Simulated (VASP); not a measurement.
# Mg (P6_3/mmc) in VASP: a series of runs

Runs on Mg. Level: r2SCAN. Tasks: single point.

Everything below comes from runs of VASP 6.6.1. Logs are shortened: lines on timing, memory, paths and dates and some standing lists are left out, and cuts for length are marked.

### Step 1. The cell of the first run

The structure is hexagonal, space group P6_3/mmc (No. 194). The conventional cell has a = 3.194 Å, b = 3.194 Å, c = 5.104 Å, α = 90.00°, β = 90.00°, γ = 120.00°. Within 4.1 Å of Mg (site symmetry -6m2) lie 12 Mg at 3.15 to 3.19 Å.

### Step 2. Single point, r2SCAN

The input, POSCAR:

```
Mg
1.0
    3.1938845507      0.0000000000      0.0000000000
   -1.5969422754      2.7659851577      0.0000000000
    0.0000000000      0.0000000000      5.1043803985
Mg
2
Direct
    0.3333333333      0.6666666667      0.2500000000
    0.6666666667      0.3333333333      0.7500000000
```

The input, INCAR.step1:

```
SYSTEM = Mg
ALGO     = Normal         ! electronic algorithm
EDIFF    = 1E-4           ! SCF threshold, eV
ENCUT    = 520            ! plane-wave cutoff, eV
GGA      = PE             ! functional
ISMEAR   = 0              ! smearing method
LASPH    = .TRUE.         ! aspherical terms in the spheres
LCHARG   = .FALSE.        ! write CHGCAR
LREAL    = .FALSE.        ! projectors in reciprocal space
LWAVE    = .TRUE.         ! write WAVECAR
NBANDS   = 9              ! bands
NELM     = 100            ! most SCF steps
PREC     = Accurate       ! precision mode
SIGMA    = 0.1            ! smearing width, eV
```

The input, INCAR.step2:

```
SYSTEM = Mg
ALGO     = Normal         ! electronic algorithm
EDIFF    = 1E-7           ! SCF threshold, eV
ENCUT    = 520            ! plane-wave cutoff, eV
ISIF     = 2              ! what is computed and relaxed
ISMEAR   = 0              ! smearing method
ISTART   = 1            
LASPH    = .TRUE.         ! aspherical terms in the spheres
LCHARG   = .FALSE.        ! write CHGCAR
LMIXTAU  = .TRUE.       
LREAL    = .FALSE.        ! projectors in reciprocal space
LWAVE    = .FALSE.        ! write WAVECAR
METAGGA  = R2SCAN         ! meta-GGA
NBANDS   = 9              ! bands
NELM     = 100            ! most SCF steps
PREC     = Accurate       ! precision mode
SIGMA    = 0.1            ! smearing width, eV
```

The input, KPOINTS:

```
k-points
0
G
  15 15 8
  0 0 0
```

Potentials or basis: VASP PAW PBE potentials, release 64 (Mg).

Started as:

```bash
$ cat potpaw_PBE.64/Mg/POTCAR > POTCAR
$ cp INCAR.step1 INCAR
$ mpirun -np 1 vasp_std > vasp.out
$ cp INCAR.step2 INCAR
$ mpirun -np 1 vasp_std > vasp.out
```

OUTCAR:

```text
SYSTEM = Mg
   EDIFF = 1E-7
   ENCUT = 520
   ISIF = 2
   ISMEAR = 0
   ISTART = 1
   LASPH = .TRUE.
   LREAL = .FALSE.
   METAGGA = R2SCAN
   NELM = 100
   PREC = Accurate

 ion  position               nearest neighbor table
   1  0.333  0.667  0.250-   2 3.15   2 3.15   2 3.15   2 3.15   2 3.15   2 3.15
   2  0.667  0.333  0.750-   1 3.15   1 3.15   1 3.15   1 3.15   1 3.15   1 3.15

  LATTYP: Found a hexagonal cell.
 ALAT       =     3.1938845507
 C/A-ratio  =     1.5981731078

  Lattice vectors:

 A1 = (   3.1938845507,   0.0000000000,   0.0000000000)
 A2 = (  -1.5969422754,   2.7659851577,   0.0000000000)
 A3 = (   0.0000000000,   0.0000000000,   5.1043803985)

Analysis of symmetry for initial positions (statically):
=====================================================================
 Subroutine PRICEL returns:
 Original cell was already a primitive cell.

 Routine SETGRP: Setting up the symmetry group for a
 hexagonal supercell.

 Subroutine GETGRP returns: Found 24 space group operations
 (whereof 12 operations were pure point group operations)
 out of a pool of 24 trial point group operations.

The static configuration has the point symmetry D_3d.
 The point group associated with its full space group is D_6h.

Analysis of symmetry for dynamics (positions and initial velocities):
=====================================================================
 Subroutine PRICEL returns:
 Original cell was already a primitive cell.

 Routine SETGRP: Setting up the symmetry group for a
 hexagonal supercell.

 Subroutine GETGRP returns: Found 24 space group operations
 (whereof 12 operations were pure point group operations)
 out of a pool of 24 trial point group operations.

The dynamic configuration has the point symmetry D_3d.
 The point group associated with its full space group is D_6h.

 Subroutine INISYM returns: Found 24 space group operations
 (whereof 12 operations are pure point group operations),
 and found     1 'primitive' translations

----------------------------------------------------------------------------------------

                                     Primitive cell

  volume of cell :      45.0933

  direct lattice vectors                    reciprocal lattice vectors
     3.193884551  0.000000000  0.000000000     0.313098355  0.180767420  0.000000000
    -1.596942275  2.765985158  0.000000000     0.000000000  0.361534839  0.000000000
     0.000000000  0.000000000  5.104380399     0.000000000  0.000000000  0.195910164

[... 89 lines left out ...]
   ISIF   =      2    stress and relaxation
   ISYM   =      2    0-nonsym 1-usesym 2-fastsym
   POTIM  = 0.5000    time-step for ionic-motion
   TEBEG  =    0.0;   TEEND  =   0.0 temperature during run
   PSTRESS=    0.0 pullay stress
   NELECT =       4.0000    total number of electrons
   NUPDOWN=      -1.0000    fix difference up-down
   EMIN   =  10.00;   EMAX   =-10.00  energy-range for DOS
   EFERMI =   0.00;   METHOD = LEGACY
   ISMEAR =     0;   SIGMA  =   0.10  broadening in eV -4-tet -1-fermi 0-gaus
   EFERMI_NEDOS =   21; number of points for ismear=-14 and -15
   IALGO  =     38    algorithm
   IMIX   =      4    mixing-type and parameters
     AMIX     =   0.40;   BMIX     =  1.00
     AMIX_MAG =   1.60;   BMIX_MAG =  1.00
  volume/ion in A,a.u.               =      22.55       152.15
  Fermi-wavevector in a.u.,A,eV,Ry     =   0.730114  1.379716  7.252813  0.533067
  Thomas-Fermi vector in A             =   1.822004
   LORBIT       =      0    0 simple, 1 ext, 2 COOP (PROOUT), +10 PAW based schemes
   METAGGA = R2SCAN    functional components
   LHFCALC =     F    Hartree Fock is set to
   AEXX    =    0.0000 exact exchange contribution
   IVDW    =     0    specifies the selected vdW correction
   LEPSILON=     F    determine dielectric tensor
   LRPA    =     F    only Hartree local field effects (RPA)
 non-spin polarized calculation
 Gauss-broadening in eV      SIGMA  =   0.10
  energy-cutoff  :      520.00
  volume of cell :       45.09
 maximum number of plane-waves:      1242
 NGX is ok and might be reduce to    24
   NGX = 11   NGY = 11   NGZ = 19

 number of electron       4.0000000 magnetization

 Free energy of the ion-electron system (eV)
  ---------------------------------------------------
  ext. energy  EPLUGINS =         0.00000000
  ---------------------------------------------------
  free energy    TOTEN  =        -8.29991827 eV

  energy without entropy =       -8.29611864  energy(sigma->0) =       -8.29801845

 E-fermi :   2.7407     XC(G=0):  -9.0968

 val. band max:        2.7244605151   @ k =   0.1333   0.1333   0.0000
 cond. band min:       2.8022314437   @ k =   0.2000   0.0667   0.0000
 fundamental gap:      0.0777709285
 Fermi energy:         2.7406609786

 k-point     1 :       0.0000    0.0000    0.0000
  band No.  band energies     occupation
      1      -4.7275      2.00000
      2       0.8978      2.00000
      3       1.6989      2.00000
      4      14.3728      0.00000
      5      14.3728      0.00000
      6      14.5273      0.00000
      7      14.5273      0.00000
      8      15.5130      0.00000
      9      17.1977      0.00000
[... 265 lines left out ...]
 k-point    24 :       0.4000    0.2000    0.0000
  band No.  band energies     occupation
      1       0.8901      2.00000
      2       1.0546      2.00000
      3       4.6893      0.00000
      4       6.1761      0.00000
      5       6.4994      0.00000
      6       6.9855      0.00000
      7       8.7201      0.00000
      8      10.2914      0.00000
      9      11.8334      0.00000

 [... further k-points ...]

------------------------ aborting loop because EDIFF is reached ----------------------------------------

  FORCE on cell =-STRESS in cart. coord.  units (eV):
  Direction    XX          YY          ZZ          XY          YZ          ZX
  --------------------------------------------------------------------------------------
  -------------------------------------------------------------------------------------
  Total       -0.0749987     -0.0749987     -0.0741603      0.0000000     -0.0000000      0.0000000
  in kB       -2.6647234     -2.6647234     -2.6349355      0.0000000     -0.0000000      0.0000000
  external PRESSURE =      -2.6547941 kB  Pullay stress =       0.0000000 kB

 VOLUME and BASIS-vectors are now :
 -----------------------------------------------------------------------------
  energy-cutoff  :      520.00
  volume of cell :       45.09
      direct lattice vectors                 reciprocal lattice vectors
     3.193884551  0.000000000  0.000000000     0.313098355  0.180767420  0.000000000
    -1.596942275  2.765985158  0.000000000     0.000000000  0.361534839  0.000000000
     0.000000000  0.000000000  5.104380399     0.000000000  0.000000000  0.195910164

 POSITION                                       TOTAL-FORCE (eV/Angst)
 -----------------------------------------------------------------------------------
     -0.00000      1.84399      1.27610         0.000000     -0.000000      0.000000
      1.59694      0.92200      3.82829        -0.000000      0.000000      0.000000
 -----------------------------------------------------------------------------------
    total drift:                               -0.000000      0.000000     -0.000000

  FREE ENERGIE OF THE ION-ELECTRON SYSTEM (eV)
  ---------------------------------------------------
  free  energy   TOTEN  =        -8.2999182653 eV

  energy  without entropy=       -8.2961186388  energy(sigma->0) =       -8.29801845
```

OUTCAR.step1:

```text
SYSTEM = Mg
   EDIFF = 1E-4
   ENCUT = 520
   GGA = PE
   ISMEAR = 0
   LASPH = .TRUE.
   LREAL = .FALSE.
[... 512 lines left out ...]
     -0.00000      1.84399      1.27610        -0.000000      0.000000      0.000000
      1.59694      0.92200      3.82829         0.000000      0.000000      0.000000
 -----------------------------------------------------------------------------------
    total drift:                               -0.000000      0.000000     -0.000000

  FREE ENERGIE OF THE ION-ELECTRON SYSTEM (eV)
  ---------------------------------------------------
  free  energy   TOTEN  =        -3.0140313486 eV

  energy  without entropy=       -3.0092336133  energy(sigma->0) =       -3.01163248
```

Wall time 85 s (1 thread of Intel Xeon 6975P-C (Granite Rapids), shared host); peak memory 0.2 GiB.

Results:

* Free energy: -8.2999 eV
* Pressure: -0.3 GPa
* Band gap on the k mesh: zero (bands 2 and 3 overlap by 1.95 eV)

Caveat: the PAW data sets were made with another functional, which shifts forces and pressure a little.

### Step 3. Single point, r2SCAN (biaxial strain in the a-b plane: +3.0 %)

The input, POSCAR:

```
Mg
1.0
    3.2897010872      0.0000000000      0.0000000000
   -1.6448505436      2.8489647124      0.0000000000
    0.0000000000      0.0000000000      5.0125015514
Mg
2
Direct
    0.3333333333      0.6666666667      0.2500000000
    0.6666666667      0.3333333333      0.7500000000
```

The input, INCAR.step1:

```
ALGO = Normal ; EDIFF = 1E-4
ENCUT = 520 ; GGA = PE
ISMEAR = 0 ; LASPH = T
LCHARG = F ; LREAL = F
LWAVE = T ; NBANDS = 9
NELM = 60 ; PREC = Accurate
SIGMA = 0.1
```

The input, INCAR.step2:

```
ALGO = Normal ; EDIFF = 1E-6
ENCUT = 520 ; ISIF = 2
ISMEAR = 0 ; ISTART = 1
LASPH = T ; LCHARG = F
LMIXTAU = T ; LREAL = F
LWAVE = F ; METAGGA = R2SCAN
NBANDS = 9 ; NELM = 60
PREC = Accurate ; SIGMA = 0.1
```

The input, KPOINTS:

```
k-points
0
Gamma
  15 15 8
```

Potentials or basis: VASP PAW PBE potentials, release 64 (Mg).

Started as:

```bash
$ cat potpaw_PBE.64/Mg/POTCAR > POTCAR
$ cp INCAR.step1 INCAR
$ mpirun -np 1 vasp_std > vasp.out
$ cp INCAR.step2 INCAR
$ mpirun -np 1 vasp_std > vasp.out
```

OUTCAR:

```text
EDIFF = 1E-6
   ENCUT = 520
   ISIF = 2
   ISMEAR = 0
   ISTART = 1
   LASPH = T
   LREAL = F
   METAGGA = R2SCAN
   NELM = 60
   PREC = Accurate

 ion  position               nearest neighbor table
   1  0.333  0.667  0.250-   2 3.14   2 3.14   2 3.14   2 3.14   2 3.14   2 3.14
   2  0.667  0.333  0.750-   1 3.14   1 3.14   1 3.14   1 3.14   1 3.14   1 3.14

  LATTYP: Found a hexagonal cell.
 ALAT       =     3.2897010872
 C/A-ratio  =     1.5236951378

  Lattice vectors:
[... 476 lines left out ...]
 [... further k-points ...]

------------------------ aborting loop because EDIFF is reached ----------------------------------------

  FORCE on cell =-STRESS in cart. coord.  units (eV):
  Direction    XX          YY          ZZ          XY          YZ          ZX
  --------------------------------------------------------------------------------------
  -------------------------------------------------------------------------------------
  Total       -0.7688681     -0.7688681      0.1363670      0.0000000      0.0000000      0.0000000
  in kB      -26.2219141    -26.2219141      4.6507387      0.0000000      0.0000000      0.0000000
  external PRESSURE =     -15.9310298 kB  Pullay stress =       0.0000000 kB

 VOLUME and BASIS-vectors are now :
 -----------------------------------------------------------------------------
  energy-cutoff  :      520.00
  volume of cell :       46.98
      direct lattice vectors                 reciprocal lattice vectors
     3.289701087  0.000000000  0.000000000     0.303978986  0.175502349  0.000000000
    -1.644850544  2.848964712  0.000000000     0.000000000  0.351004699  0.000000000
     0.000000000  0.000000000  5.012501551     0.000000000  0.000000000  0.199501185

 POSITION                                       TOTAL-FORCE (eV/Angst)
 -----------------------------------------------------------------------------------
     -0.00000      1.89931      1.25313        -0.000000      0.000000      0.000000
      1.64485      0.94965      3.75938         0.000000     -0.000000     -0.000000
 -----------------------------------------------------------------------------------
    total drift:                                0.000000     -0.000000      0.000000

  FREE ENERGIE OF THE ION-ELECTRON SYSTEM (eV)
  ---------------------------------------------------
  free  energy   TOTEN  =        -8.2732905389 eV

  energy  without entropy=       -8.2698683454  energy(sigma->0) =       -8.27157944
```

Run time: 72 s. Hardware: 1 thread of Intel Xeon 6975P-C (Granite Rapids), shared host; peak memory 0.2 GiB.

Results:

| Quantity | Value |
| --- | --- |
| Free energy | -8.2733 eV |
| Pressure | -1.6 GPa |
| Band gap on the k mesh | zero (bands 2 and 3 overlap by 1.66 eV) |

Caveat: the cell differs from its parent crystal (biaxial strain in the a-b plane: +3.0 %); the PAW data sets were made with another functional, which shifts forces and pressure a little.

### Step 4. Single point, r2SCAN (biaxial strain in the a-b plane: +3.0 %, then relaxed in part)

Changes to POSCAR since step 3:

```diff
@@ -4,3 +4,3 @@
    -1.6448505436      2.8489647124      0.0000000000
-    0.0000000000      0.0000000000      5.0125015514
+    0.0000000000      0.0000000000      5.0587904772
 Mg
```

The input, INCAR.step1:

```
SYSTEM = Mg
PREC     = Accurate       ! precision mode
ENCUT    = 520            ! plane-wave cutoff, eV
ISMEAR   = 0              ! smearing method
SIGMA    = 0.1            ! smearing width, eV
LREAL    = .False.        ! projectors in reciprocal space
LASPH    = .True.         ! aspherical terms in the spheres
NELM     = 60             ! most SCF steps
NBANDS   = 9              ! bands
GGA      = PE             ! functional
ALGO     = Normal         ! electronic algorithm
EDIFF    = 1E-4           ! SCF threshold, eV
LWAVE    = .True.         ! write WAVECAR
LCHARG   = .False.        ! write CHGCAR
```

The input, INCAR.step2:

```
SYSTEM = Mg
PREC     = Accurate       ! precision mode
ENCUT    = 520            ! plane-wave cutoff, eV
EDIFF    = 1E-6           ! SCF threshold, eV
ISMEAR   = 0              ! smearing method
SIGMA    = 0.1            ! smearing width, eV
LREAL    = .False.        ! projectors in reciprocal space
LASPH    = .True.         ! aspherical terms in the spheres
NELM     = 60             ! most SCF steps
ALGO     = Normal         ! electronic algorithm
ISIF     = 2              ! what is computed and relaxed
LWAVE    = .False.        ! write WAVECAR
LCHARG   = .False.        ! write CHGCAR
METAGGA  = R2SCAN         ! meta-GGA
LMIXTAU  = .True.       
NBANDS   = 9              ! bands
ISTART   = 1
```

The input, KPOINTS:

```
Automatic mesh
0
Gamma
  15 15 8
  0 0 0
```

Started as:

```bash
$ cat potpaw_PBE.64/Mg/POTCAR > POTCAR
$ cp INCAR.step1 INCAR
$ mpirun -np 1 vasp_std > vasp.out
$ cp INCAR.step2 INCAR
$ mpirun -np 1 vasp_std > vasp.out
```

Wall time 78 s (1 thread of Intel Xeon 6975P-C (Granite Rapids), shared host); peak memory 0.2 GiB.

Results (log left out):

| Item | Value |
| --- | --- |
| Free energy | -8.2735 eV |
| Pressure | -1.9 GPa |
| Band gap on the k mesh | zero (bands 2 and 3 overlap by 1.62 eV) |

Stress tensor (GPa, compression positive):
```
-2.77  0.00  0.00
 0.00 -2.77  0.00
 0.00  0.00 -0.28
```

Levels at points of the mesh, in eV from the Fermi level:
| k point | band 1 | band 2 | band 3 | band 4 | band 5 | band 6 | band 7 |
| --- | --- | --- | --- | --- | --- | --- | --- |
| (0.00, 0.00, 0.00) | -7.24 | -1.53 | -0.67 | 10.88 | 10.88 | 10.93 | 10.93 |
| (0.00, 0.00, 0.50) | -5.68 | -5.68 | 6.19 | 6.19 | 11.73 | 11.73 | 11.73 |

Caveat: the cell differs from its parent crystal (biaxial strain in the a-b plane: +3.0 %, then relaxed in part); the PAW data sets were made with another functional, which shifts forces and pressure a little.

### Step 5. Summary

| cell | gap on the mesh (eV) | pressure (GPa) |
| --- | --- | --- |
| a = 3.194, b = 3.194, c = 5.104 Å, angles 90.0, 90.0, 120.0°, 2 atoms | none | -0.3 |
| a = 3.290, b = 3.290, c = 5.013 Å, angles 90.0, 90.0, 120.0°, 2 atoms | none | -1.6 |
| a = 3.290, b = 3.290, c = 5.059 Å, angles 90.0, 90.0, 120.0°, 2 atoms | none | -1.9 |

Alike in all rows: task single point; level r2SCAN; potentials or basis VASP PAW PBE potentials, release 64 (Mg); no spin polarisation; k mesh 15 × 15 × 8; cutoff (eV) 520; smearing gaussian 0.1 eV.

Caveats: the PAW data sets were made with another functional, which shifts forces and pressure a little.

Absolute energies hang on the potentials; compare differences alone.
